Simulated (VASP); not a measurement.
# BF (P1) in VASP: further runs

Runs on BF. Level: PBE. Tasks: single point.

All numbers are computed with VASP 6.6.1; they aren't measurements. Logs are shortened: lines on timing, memory, paths and dates and some standing lists are left out, and cuts for length are marked.

### 1 The cell of the first run

The typed cell holds 2 atoms: a = 3.146 Å, b = 3.113 Å, c = 3.315 Å, α = 90.00°, β = 92.80°, γ = 90.00°.

### 2 Single point, PBE

INCAR reads:

```
ALGO = Normal ; EDIFF = 1E-6
ENCUT = 520 ; GGA = PE
ISIF = 2 ; ISMEAR = 0
LASPH = T ; LCHARG = F
LREAL = F ; LWAVE = F
NBANDS = 12 ; NELM = 60
PREC = Accurate ; SIGMA = 0.005
```

KPOINTS reads:

```
k-points
0
Gamma
  6 6 6
```

POSCAR reads:

```
BF
1.0
    3.1456989200      0.0000000000      0.0000000000
    0.0000000000      3.1131594300      0.0000000000
   -0.1617365900      0.0000000000      3.3113891800
B F
1 1
Direct
   -0.0074570000     -0.0109320000      0.0079970000
   -0.0005220000     -0.0055220000      0.4943230000
```

Potentials or basis: VASP PAW PBE potentials, release 64 (B, F).

Launch:

```sh
$ cat potpaw_PBE.64/B/POTCAR potpaw_PBE.64/F/POTCAR > POTCAR
$ mpirun -np 1 vasp_std > vasp.out
```

OUTCAR:

```text
EDIFF = 1E-6
   ENCUT = 520
   GGA = PE
   ISIF = 2
   ISMEAR = 0
   LASPH = T
   LREAL = F
   NELM = 60
   PREC = Accurate

 ion  position               nearest neighbor table
   1  0.993  0.989  0.008-   2 1.61   2 1.70
   2  0.999  0.994  0.494-   1 1.61   1 1.70

  LATTYP: Found a simple monoclinic cell.
 ALAT       =     3.1456989200
 B/A-ratio  =     0.9896558791
 C/A-ratio  =     1.0539268769
 COS(beta)  =    -0.0487843642

  Lattice vectors:

 A1 = (   3.1456989200,   0.0000000000,   0.0000000000)
 A2 = (   0.0000000000,   3.1131594300,   0.0000000000)
 A3 = (  -0.1617365900,   0.0000000000,   3.3113891800)

Analysis of symmetry for initial positions (statically):
=====================================================================
 Subroutine PRICEL returns:
 Original cell was already a primitive cell.

 Routine SETGRP: Setting up the symmetry group for a
 simple monoclinic supercell.

 Subroutine GETGRP returns: Found  1 space group operations
 (whereof  1 operations were pure point group operations)
 out of a pool of  4 trial point group operations.

The static configuration has the point symmetry C_1 .

Analysis of symmetry for dynamics (positions and initial velocities):
=====================================================================
 Subroutine PRICEL returns:
 Original cell was already a primitive cell.

 Routine SETGRP: Setting up the symmetry group for a
 simple monoclinic supercell.

 Subroutine GETGRP returns: Found  1 space group operations
 (whereof  1 operations were pure point group operations)
 out of a pool of  4 trial point group operations.

The dynamic configuration has the point symmetry C_1 .

 Subroutine INISYM returns: Found  1 space group operations
 (whereof  1 operations are pure point group operations),
 and found     1 'primitive' translations

----------------------------------------------------------------------------------------

                                     Primitive cell

  volume of cell :      32.4286

  direct lattice vectors                    reciprocal lattice vectors
     3.145698920  0.000000000  0.000000000     0.317894378  0.000000000  0.015526762
     0.000000000  3.113159430  0.000000000     0.000000000  0.321217086  0.000000000
    -0.161736590  0.000000000  3.311389180     0.000000000  0.000000000  0.301988062

  length of vectors
     3.145698920  3.113159430  3.315336638     0.318273335  0.321217086  0.301988062

  position of ions in fractional coordinates (direct lattice)
     0.992543000  0.989068000  0.007997000
     0.999478000  0.994478000  0.494323000

  ion indices of the primitive-cell ions
   primitive index   ion index
                 1           1
                 2           2

----------------------------------------------------------------------------------------

 KPOINTS: k-points

Automatic generation of k-mesh.
 Grid dimensions read from file:
 generate k-points for:    6    6    6

 Generating k-lattice:

  Cartesian coordinates                     Fractional coordinates (reciprocal lattice)
     0.052982396  0.000000000  0.002587794     0.166666667  0.000000000  0.000000000
     0.000000000  0.053536181  0.000000000     0.000000000  0.166666667  0.000000000
     0.000000000  0.000000000  0.050331344     0.000000000  0.000000000  0.166666667

  Length of vectors
     0.053045556  0.053536181  0.050331344

  Shift w.r.t. Gamma in fractional coordinates (k-lattice)
     0.000000000  0.000000000  0.000000000

 Subroutine IBZKPT returns following result:
 ===========================================

 Found    112 irreducible k-points:

 Following reciprocal coordinates:
            Coordinates               Weight
  0.000000  0.000000  0.000000      1.000000
  0.166667  0.000000  0.000000      2.000000
  0.333333  0.000000 -0.000000      2.000000
  0.500000  0.000000 -0.000000      1.000000
  0.000000  0.166667  0.000000      2.000000
  0.166667  0.166667  0.000000      2.000000
[... 16 lines left out ...]
  0.333333  0.000000  0.166667      2.000000
  0.500000  0.000000  0.166667      2.000000
 [... further k-points ...]
   k-points           NKPTS =    112   k-points in BZ     NKDIM =    112   number of bands    NBANDS=     12
   number of dos      NEDOS =    301   number of ions     NIONS =      2
   total plane-waves  NPLWV =  16128
   dimension x,y,z NGX =    24 NGY =   24 NGZ =   28
   dimension x,y,z NGXF=    48 NGYF=   48 NGZF=   56
   ions per type =               1   1
   NGX,Y,Z   is equivalent  to a cutoff of  12.68, 12.82, 14.04 a.u.
   NGXF,Y,Z  is equivalent  to a cutoff of  25.37, 25.63, 28.08 a.u.
 SYSTEM =  unknown system
   PREC   = accura    normal or accurate (medium, high low for compatibility)
   ISTART =      0    job   : 0-new  1-cont  2-samecut
   ICHARG =      2    charge: 1-file 2-atom 10-const
   ISPIN  =      1    spin polarized calculation?
   LNONCOLLINEAR =      F non collinear calculations
   LSORBIT =      F    spin-orbit coupling
   LASPH  =      T    aspherical Exc in radial PAW
   ENCUT  =  520.0 eV  38.22 Ry    6.18 a.u.   5.85  5.79  6.16*2*pi/ulx,y,z
   NELM   =     60;   NELMIN=  2; NELMDL= -5     # of ELM steps
   EDIFF  = 0.1E-05   stopping-criterion for ELM
   LREAL  =      F    real-space projection
[... 7 lines left out ...]
   TEBEG  =    0.0;   TEEND  =   0.0 temperature during run
   PSTRESS=    0.0 pullay stress
   NELECT =      10.0000    total number of electrons
   NUPDOWN=      -1.0000    fix difference up-down
   EMIN   =  10.00;   EMAX   =-10.00  energy-range for DOS
   EFERMI =   0.00;   METHOD = LEGACY
   ISMEAR =     0;   SIGMA  =   0.01  broadening in eV -4-tet -1-fermi 0-gaus
   EFERMI_NEDOS =   21; number of points for ismear=-14 and -15
   IALGO  =     38    algorithm
   IMIX   =      4    mixing-type and parameters
     AMIX     =   0.40;   BMIX     =  1.00
     AMIX_MAG =   1.60;   BMIX_MAG =  1.00
  volume/ion in A,a.u.               =      16.21       109.42
  Fermi-wavevector in a.u.,A,eV,Ry     =   1.106026  2.090086 16.643912  1.223293
  Thomas-Fermi vector in A             =   2.242521
   LORBIT       =      0    0 simple, 1 ext, 2 COOP (PROOUT), +10 PAW based schemes
   GGA     = PE    functional components
   LHFCALC =     F    Hartree Fock is set to
   AEXX    =    0.0000 exact exchange contribution
   IVDW    =     0    specifies the selected vdW correction
   LEPSILON=     F    determine dielectric tensor
   LRPA    =     F    only Hartree local field effects (RPA)
 non-spin polarized calculation
 Gauss-broadening in eV      SIGMA  =   0.01
  energy-cutoff  :      520.00
  volume of cell :       32.43
 maximum number of plane-waves:       888
   NGX = 11   NGY = 11   NGZ = 13

 number of electron      10.0000000 magnetization

 number of electron       9.9999997 magnetization

 Free energy of the ion-electron system (eV)
  ---------------------------------------------------
  ext. energy  EPLUGINS =         0.00000000
  ---------------------------------------------------
  free energy    TOTEN  =        -7.11550460 eV

  energy without entropy =       -7.11550445  energy(sigma->0) =       -7.11550452

 E-fermi :   0.2069     XC(G=0):  -8.0631

 val. band max:        0.1954477236   @ k =   0.5000   0.5000   0.5000
 cond. band min:       0.2190082594   @ k =   0.1667   0.5000   0.3333
 fundamental gap:      0.0235605358
 Fermi energy:         0.2068869887

 k-point     1 :       0.0000    0.0000    0.0000
  band No.  band energies     occupation
      1     -25.6403      2.00000
      2      -9.6956      2.00000
      3      -6.1048      2.00000
      4      -6.0655      2.00000
      5      -4.4830      2.00000
      6       4.3615      0.00000
      7       4.4919      0.00000
      8       7.7810      0.00000
      9      10.2793      0.00000
     10      11.1836      0.00000
     11      17.4612      0.00000
     12      18.7284      0.00000

 k-point     2 :       0.1667    0.0000    0.0000
  band No.  band energies     occupation
      1     -25.6194      2.00000
      2      -9.6720      2.00000
      3      -6.4708      2.00000
      4      -6.0423      2.00000
      5      -4.0432      2.00000
      6       3.2941      0.00000
      7       4.5909      0.00000
      8       8.4457      0.00000
      9      10.4153      0.00000
     10      12.0332      0.00000
     11      16.9734      0.00000
     12      17.7345      0.00000

 k-point     3 :       0.3333    0.0000   -0.0000
  band No.  band energies     occupation
      1     -25.5777      2.00000
      2      -9.6242      2.00000
      3      -7.0082      2.00000
      4      -5.9958      2.00000
      5      -3.2098      2.00000
      6       1.6159      0.00000
      7       4.8057      0.00000
      8       9.6674      0.00000
      9      10.8088      0.00000
     10      12.6136      0.00000
     11      14.9197      0.00000
     12      16.5823      0.00000

 k-point     4 :       0.5000    0.0000   -0.0000
  band No.  band energies     occupation
      1     -25.5566      2.00000
      2      -9.6001      2.00000
      3      -7.2335      2.00000
      4      -5.9724      2.00000
      5      -2.6894      2.00000
      6       0.7641      0.00000
      7       4.9234      0.00000
      8      10.9136      0.00000
      9      11.1298      0.00000
     10      11.6104      0.00000
     11      13.9637      0.00000
     12      15.7784      0.00000

 k-point     5 :       0.0000    0.1667    0.0000
  band No.  band energies     occupation
      1     -25.6179      2.00000
      2      -9.6692      2.00000
      3      -6.4495      2.00000
      4      -6.0791      2.00000
      5      -4.0267      2.00000
      6       3.3937      0.00000
      7       4.4688      0.00000
      8       8.4043      0.00000
      9      10.4256      0.00000
     10      12.0919      0.00000
     11      17.0945      0.00000
     12      17.6400      0.00000
[... 228 lines left out ...]
      1     -25.6319      2.00000
      2     -10.1017      2.00000
      3      -6.0224      2.00000
      4      -5.9836      2.00000
      5      -3.5809      2.00000
      6       4.0428      0.00000
      7       4.1813      0.00000
      8       7.7483      0.00000
      9       9.1892      0.00000
     10      11.5353      0.00000
     11      15.8914      0.00000
     12      20.0941      0.00000

 k-point    22 :       0.1667    0.0000    0.1667
  band No.  band energies     occupation
      1     -25.6114      2.00000
      2     -10.0604      2.00000
      3      -6.3497      2.00000
      4      -5.9606      2.00000
      5      -3.1953      2.00000
      6       3.0598      0.00000
      7       4.2790      0.00000
      8       8.1792      0.00000
      9       9.4984      0.00000
     10      12.3517      0.00000
     11      15.8010      0.00000
     12      18.3484      0.00000

 k-point    23 :       0.3333    0.0000    0.1667
  band No.  band energies     occupation
      1     -25.5710      2.00000
      2      -9.9529      2.00000
      3      -6.8611      2.00000
      4      -5.9172      2.00000
      5      -2.4240      2.00000
      6       1.3680      0.00000
      7       4.4954      0.00000
      8       9.0468      0.00000
      9      10.1505      0.00000
     10      12.6553      0.00000
     11      15.0199      0.00000
     12      16.8616      0.00000

 k-point    24 :       0.5000    0.0000    0.1667
  band No.  band energies     occupation
      1     -25.5512      2.00000
      2      -9.8869      2.00000
      3      -7.0739      2.00000
      4      -5.8966      2.00000
      5      -1.8825      2.00000
      6       0.4042      0.00000
      7       4.6151      0.00000
      8       9.9117      0.00000
      9      10.4579      0.00000
     10      11.7846      0.00000
     11      14.5232      0.00000
     12      16.1371      0.00000

 [... further k-points ...]

------------------------ aborting loop because EDIFF is reached ----------------------------------------

  FORCE on cell =-STRESS in cart. coord.  units (eV):
  Direction    XX          YY          ZZ          XY          YZ          ZX
  --------------------------------------------------------------------------------------
  -------------------------------------------------------------------------------------
  Total       -1.7005976     -1.9579551      0.8754687      0.0023990     -0.0189086      0.0909807
  in kB      -84.0201416    -96.7352079     43.2536226      0.1185258     -0.9342018      4.4950141
  external PRESSURE =     -45.8339089 kB  Pullay stress =       0.0000000 kB

 VOLUME and BASIS-vectors are now :
 -----------------------------------------------------------------------------
  energy-cutoff  :      520.00
  volume of cell :       32.43
      direct lattice vectors                 reciprocal lattice vectors
     3.145698920  0.000000000  0.000000000     0.317894378  0.000000000  0.015526762
     0.000000000  3.113159430  0.000000000     0.000000000  0.321217086  0.000000000
    -0.161736590  0.000000000  3.311389180     0.000000000  0.000000000  0.301988062

 POSITION                                       TOTAL-FORCE (eV/Angst)
 -----------------------------------------------------------------------------------
      3.12095      3.07913      0.02648        -0.087028     -0.032651      0.991704
      3.06411      3.09597      1.63690         0.087028      0.032651     -0.991704
 -----------------------------------------------------------------------------------
    total drift:                               -0.000058     -0.000094      0.000182

  FREE ENERGIE OF THE ION-ELECTRON SYSTEM (eV)
  ---------------------------------------------------
  free  energy   TOTEN  =        -7.1155045962 eV

  energy  without entropy=       -7.1155044533  energy(sigma->0) =       -7.11550452
```

Wall time 20 s (1 thread of AMD EPYC 7R13 (Zen 3), shared host); peak memory 0.13 GiB.

Results:

| Quantity | Value |
| --- | --- |
| Free energy | -7.1155 eV |
| Pressure | -4.6 GPa |
| Largest force | 0.996 eV/Å |
| Band gap on the k mesh | zero (bands 5 and 6 overlap by 0.57 eV) |

Forces in eV/Å, atoms in the order of the input:
```
B   -0.087 -0.033  0.992
F    0.087  0.033 -0.992
```

Stress tensor (GPa, compression positive):
```
-8.40  0.01  0.45
 0.01 -9.67 -0.09
 0.45 -0.09  4.33
```

Levels at points of the mesh, in eV from the Fermi level:
```csv
k point,band 2,band 3,band 4,band 5,band 6,band 7,band 8,band 9
"(0.00, 0.00, 0.00)",-9.90,-6.31,-6.27,-4.69,4.15,4.29,7.57,10.07
"(0.50, 0.00, 0.00)",-9.81,-7.44,-6.18,-2.90,0.56,4.72,10.71,10.92
"(0.00, 0.50, 0.00)",-9.80,-7.45,-6.21,-2.81,0.55,4.63,10.81,10.87
"(0.50, 0.50, 0.00)",-9.71,-7.17,-7.14,-1.21,1.54,1.61,6.17,11.49
"(0.00, 0.00, 0.50)",-11.18,-5.96,-5.93,-0.45,2.91,3.09,4.16,9.26
"(0.50, 0.00, 0.50)",-10.78,-6.70,-5.86,-0.98,1.20,3.53,5.69,9.50
"(0.00, 0.50, 0.50)",-10.75,-6.71,-5.89,-1.00,1.28,3.43,5.74,9.56
"(0.50, 0.50, 0.50)",-10.44,-6.56,-6.54,-0.01,0.07,2.86,6.47,8.70
```

Caveat: the cell stands under tension.

### 3 Single point, PBE

INCAR reads:

```
SYSTEM = BF
  PREC = Accurate
  ENCUT = 520
  EDIFF = 1E-6
  ISMEAR = 0
  SIGMA = 0.1
  LREAL = .False.
  LASPH = .True.
  NELM = 60
  ALGO = Normal
  ISIF = 2
  LWAVE = .False.
  LCHARG = .True.
  GGA = PE
  LELF = .True.
  LVHAR = .True.
  NBANDS = 12
```

KPOINTS reads:

```
regular mesh
0
Gamma
  6 6 6
  0 0 0
```

POSCAR is that of step 2.

Potentials or basis: VASP PAW PBE potentials, release 64 (B, F).

Launch:

```sh
$ cat potpaw_PBE.64/B/POTCAR potpaw_PBE.64/F/POTCAR > POTCAR
$ mpirun -np 1 vasp_std > vasp.out
```

It took 21 s on 1 thread of AMD EPYC 7R13 (Zen 3), shared host; peak memory 0.13 GiB.

It converged, with:

```yaml
Free_energy: -7.1167 eV
Pressure: -4.6 GPa
Largest_force: 0.995 eV/Å
Band_gap_on_the_k_mesh: zero (bands 5 and 6 overlap by 0.57 eV)
```

Forces in eV/Å, atoms in the order of the input:
```
B   -0.095 -0.034  0.989
F    0.095  0.034 -0.989
```

Stress tensor (GPa, compression positive):
```
-8.58  0.01  0.50
 0.01 -9.54 -0.09
 0.50 -0.09  4.26
```

Levels at points of the mesh, in eV from the Fermi level:
```csv
k point,band 1,band 2,band 3,band 4,band 5,band 6,band 7,band 8,band 9,band 10
"(0.00, 0.00, 0.00)",-25.84,-9.90,-6.31,-6.27,-4.68,4.16,4.29,7.58,10.08,10.98
"(0.50, 0.00, 0.00)",-25.76,-9.80,-7.43,-6.17,-2.89,0.56,4.72,10.71,10.93,11.41
"(0.00, 0.50, 0.00)",-25.75,-9.79,-7.45,-6.20,-2.81,0.55,4.63,10.81,10.87,11.37
"(0.50, 0.50, 0.00)",-25.68,-9.71,-7.16,-7.14,-1.20,1.55,1.61,6.18,11.50,15.46
"(0.00, 0.00, 0.50)",-25.81,-11.18,-5.96,-5.92,-0.44,2.91,3.09,4.16,9.26,12.94
"(0.50, 0.00, 0.50)",-25.74,-10.77,-6.70,-5.86,-0.98,1.21,3.54,5.69,9.51,12.82
"(0.00, 0.50, 0.50)",-25.73,-10.75,-6.71,-5.88,-1.00,1.28,3.44,5.75,9.57,12.88
"(0.50, 0.50, 0.50)",-25.67,-10.43,-6.55,-6.53,-0.01,0.08,2.87,6.47,8.71,10.71
```

Caveat: the cell stands under tension.

### 4 Single point, PBE

INCAR reads:

```
  ALGO = Normal
  EDIFF = 1E-7
  ENCUT = 520
  GGA = PE
  ISIF = 2
  ISMEAR = 0
  LASPH = T
  LCHARG = T
  LELF = T
  LREAL = F
  LVHAR = T
  LWAVE = F
  NBANDS = 12
  NELM = 80
  PREC = Accurate
  SIGMA = 0.1
```

KPOINTS reads:

```
k-points
0
Gamma
  6 6 6
```

POSCAR is that of step 3.

Launch:

```sh
$ cat potpaw_PBE.64/B/POTCAR potpaw_PBE.64/F/POTCAR > POTCAR
$ mpirun -np 1 vasp_std > vasp.out
```

It took 23 s on 1 thread of AMD EPYC 7R13 (Zen 3), shared host; peak memory 0.13 GiB.

Results (log left out):

```
Free energy            : -7.1167 eV
Pressure               : -4.6 GPa
Largest force          : 0.995 eV/Å
Band gap on the k mesh : zero (bands 5 and 6 overlap by 0.57 eV)
```

Forces on the atoms (eV/Å):
```
B   -0.095 -0.035  0.989
F    0.095  0.035 -0.989
```

Stress tensor (GPa, compression positive):
```
-8.58  0.01  0.50
 0.01 -9.55 -0.09
 0.50 -0.09  4.25
```

Levels at points of the mesh, in eV from the Fermi level:
```csv
k point,band 2,band 3,band 4,band 5,band 6,band 7,band 8,band 9
"(0.00, 0.00, 0.00)",-9.90,-6.31,-6.27,-4.68,4.16,4.29,7.58,10.08
"(0.50, 0.00, 0.00)",-9.80,-7.43,-6.17,-2.89,0.56,4.72,10.71,10.93
"(0.00, 0.50, 0.00)",-9.79,-7.45,-6.20,-2.81,0.55,4.63,10.81,10.87
"(0.50, 0.50, 0.00)",-9.71,-7.16,-7.14,-1.20,1.55,1.61,6.18,11.50
"(0.00, 0.00, 0.50)",-11.18,-5.96,-5.92,-0.44,2.91,3.09,4.16,9.26
"(0.50, 0.00, 0.50)",-10.77,-6.70,-5.86,-0.98,1.21,3.54,5.69,9.51
"(0.00, 0.50, 0.50)",-10.75,-6.71,-5.88,-1.00,1.28,3.44,5.75,9.57
"(0.50, 0.50, 0.50)",-10.43,-6.55,-6.53,-0.01,0.08,2.87,6.47,8.71
```

Caveat: the cell stands under tension.
